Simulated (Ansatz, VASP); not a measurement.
# Two plane-wave programs on Ti2W3

INCAR

```
PREC = Accurate
ENCUT = 520
EDIFF = 1E-6
ISMEAR = 0
SIGMA = 0.2
LREAL = F
LASPH = T
NELM = 100
ALGO = Fast
ISIF = 2
LWAVE = F
LCHARG = F
GGA = PE
NBANDS = 77
```

Contents of KPOINTS:

```
regular mesh
0
Gamma
  6 6 4
```

POSCAR

```
Ti2W3
1.0
   -2.2495057892     -3.8962583188      0.0000000141
    2.2495057892      1.2987527896      4.5992327953
   -6.7485173675      3.8962583188     -0.0000000141
Ti W
4 6
Direct
    0.1953440000      0.3906880000      0.3984480000
    0.6953440000      0.3906880000      0.8984480000
    0.3046560000      0.6093120000      0.1015520000
    0.8046560000      0.6093120000      0.6015520000
    0.6044235000      0.2088470000      0.2014745000
    0.1044235000      0.2088470000      0.7014745000
    0.8955765000      0.7911530000      0.2985255000
    0.3955765000      0.7911530000      0.7985255000
    0.0000000000      0.0000000000      0.0000000000
    0.5000000000      1.0000000000      0.5000000000
```

Input for Ansatz:

```yaml
crystal:
  lattice:
    - [-2.2495057892, -3.8962583188, 1.41e-08]
    - [2.2495057892, 1.2987527896, 4.5992327953]
    - [-6.7485173675, 3.8962583188, -1.41e-08]
  atoms:
    - { symbol: Ti, position: [0.195344, 0.390688, 0.398448] }
    - { symbol: Ti, position: [0.695344, 0.390688, 0.898448] }
    - { symbol: Ti, position: [0.304656, 0.609312, 0.101552] }
    - { symbol: Ti, position: [0.804656, 0.609312, 0.601552] }
    - { symbol: W, position: [0.6044235, 0.208847, 0.2014745] }
    - { symbol: W, position: [0.1044235, 0.208847, 0.7014745] }
    - { symbol: W, position: [0.8955765, 0.791153, 0.2985255] }
    - { symbol: W, position: [0.3955765, 0.791153, 0.7985255] }
    - { symbol: W, position: [0.0, 0.0, 0.0] }
    - { symbol: W, position: [0.5, 1.0, 0.5] }
basis:
  ecutwfc: 420
kpoints:
  mp_grid: { grid: [6, 6, 4] }
hamiltonian:
  xc: pbe
scf:
  occupations: { method: gaussian, width: 0.2 }
  lower_state_search: "off"
output:
  forces: true
  stress: true
  eigenvalues: true
```

Alike in both runs: task single point; functional PBE; k mesh 6 × 6 × 4; occupations gaussian, width 0.2 eV; no spin polarisation.

|  | VASP | Ansatz |
| --- | --- | --- |
| version | VASP 6.6.1 | Ansatz 0.2.0 |
| potentials or method | VASP PAW PBE potentials, release 64 (Ti_sv, W_sv), cutoff 520 eV | scalar-relativistic, plane waves, PAW |
| valence electrons in the cell | 132 | 132 |

```tsv
	VASP	Ansatz	Ansatz less VASP
gap on the k mesh at the Fermi level (eV)	none	none	-
pressure (GPa)	0.3	0.2	-0.12
traceless stress, the component that is largest in VASP (GPa)	-0.26	-0.26	-0.005
rms of the force components (eV/Å)	0.020	0.016	-0.0035
```

Atom by atom the forces differ by 0.005 eV/Å (rms over components). A gap of «none» marks a metal or a gap that the smearing closes. The functional is the same, so the differences come from potentials, cutoffs and numerics.

Neither program's run includes spin-orbit coupling.
